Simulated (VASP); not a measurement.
Write the native input for VASP 6.6.1 that does the following.

```
Task                   : single point
Functional             : PBE
Potentials or basis    : VASP PAW PBE potentials, release 64 (Cs_sv, Na_pv, P)
Cutoff                 : 520 eV
k mesh                 : 4 × 4 × 2
Occupations            : gaussian, width 0.1 eV
Spin                   : no spin polarisation
Dipole correction      : no
Further INCAR settings : ALGO = Normal; EDIFF = 1e-06; NBANDS = 21
```

The structure of CsNaP2 lies in POSCAR:

```
CsNaP2
1.0
    4.0501346348      0.0000000000      0.0000000000
    0.0000000000      4.0501346348      0.0000000000
    0.0000000000      0.0000000000      7.0624262440
Cs Na P
1 1 2
Direct
    0.0000000000      0.0000000000      0.5000000000
    0.0000000000      0.0000000000      0.0000000000
    0.5000000000      0.5000000000      0.1467831413
    0.5000000000      0.5000000000      0.8532168587
```

These files were run (other wordings do the same):

INCAR

```
SYSTEM = CsNaP2
PREC = Accurate ; ENCUT = 520
EDIFF = 1E-6 ; ISMEAR = 0
SIGMA = 0.1 ; LREAL = .FALSE.
LASPH = .TRUE. ; NELM = 100
ALGO = Normal ; ISIF = 2
LWAVE = .FALSE. ; LCHARG = .FALSE.
GGA = PE ; NBANDS = 21
```

KPOINTS

```
regular mesh
0
G
  4 4 2
  0 0 0
```

Potentials or basis: VASP PAW PBE potentials, release 64 (Cs_sv, Na_pv, P).

Run with:

```bash
$ cat potpaw_PBE.64/Cs_sv/POTCAR potpaw_PBE.64/Na_pv/POTCAR potpaw_PBE.64/P/POTCAR > POTCAR
$ mpirun -np 1 vasp_std > vasp.out
```

Results of the run:

The pressure is 0.1 GPa and the largest force is 0.084 eV/Å. The band gap on the k mesh is zero (band 13 reaches 3.95 eV, above the bottom of band 14 at 2.04 eV).

Caveat: the k points lie up to 0.44 Å⁻¹ apart; spin-orbit coupling is left out, which moves the levels of the heavy elements.

Run time: 46 s on 1 thread of AMD EPYC 7571, on a shared host, peak memory 0.18 GiB.
